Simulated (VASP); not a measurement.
Wanted: the native input for a VASP 6.6.1 run.

| Property | Result |
| --- | --- |
| Task | single point |
| Functional | PBE |
| Potentials or basis | VASP PAW PBE potentials, release 64 (In_d, Te, W_sv) |
| Cutoff | 520 eV |
| k mesh | 4 × 4 × 4 |
| Occupations | gaussian, width 0.1 eV |
| Spin | no spin polarisation |
| Dipole correction | no |
| Further INCAR settings | ALGO = Normal; EDIFF = 1e-06; NBANDS = 34 |

The structure of InTe4W lies in POSCAR:

```
InTe4W
1.0
    7.2972401257      0.0000000000      0.0000000000
    0.0000000000      7.2972401257      0.0000000000
    0.0000000000      0.0000000000      4.2122986541
In Te W
1 4 1
Direct
    0.0000000000      0.0000000000      0.5000000000
    0.3120606905      0.0000000000      0.0000000000
    0.6879393095      0.0000000000      0.0000000000
    0.0000000000      0.3120606905      0.0000000000
    0.0000000000      0.6879393095      0.0000000000
    0.5000000000      0.5000000000      0.0000000000
```

These files were run (other wordings do the same):

INCAR

```
PREC     = Accurate       # precision mode
ENCUT    = 520            # plane-wave cutoff, eV
EDIFF    = 1E-6           # SCF threshold, eV
ISMEAR   = 0              # smearing method
SIGMA    = 0.1            # smearing width, eV
LREAL    = False          # projectors in reciprocal space
LASPH    = True           # aspherical terms in the spheres
NELM     = 100            # most SCF steps
ALGO     = Normal         # electronic algorithm
ISIF     = 2              # what is computed and relaxed
LWAVE    = False          # write WAVECAR
LCHARG   = False          # write CHGCAR
GGA      = PE             # functional
NBANDS   = 34             # bands
```

KPOINTS

```
regular mesh
0
Gamma
  4 4 4
```

Potentials or basis: VASP PAW PBE potentials, release 64 (In_d, Te, W_sv).

Run with:

```sh
$ cat potpaw_PBE.64/In_d/POTCAR potpaw_PBE.64/Te/POTCAR potpaw_PBE.64/W_sv/POTCAR > POTCAR
$ mpirun -np 1 vasp_std > vasp.out
```

Results of the run:

* Pressure: 0.0 GPa
* Largest force: 0.013 eV/Å

Caveat: the k points lie up to 0.37 Å⁻¹ apart.

It took 75 s on 1 thread of Intel(R) Xeon(R) 6975P-C (Granite Rapids), on a shared host, peak memory 0.37 GiB.
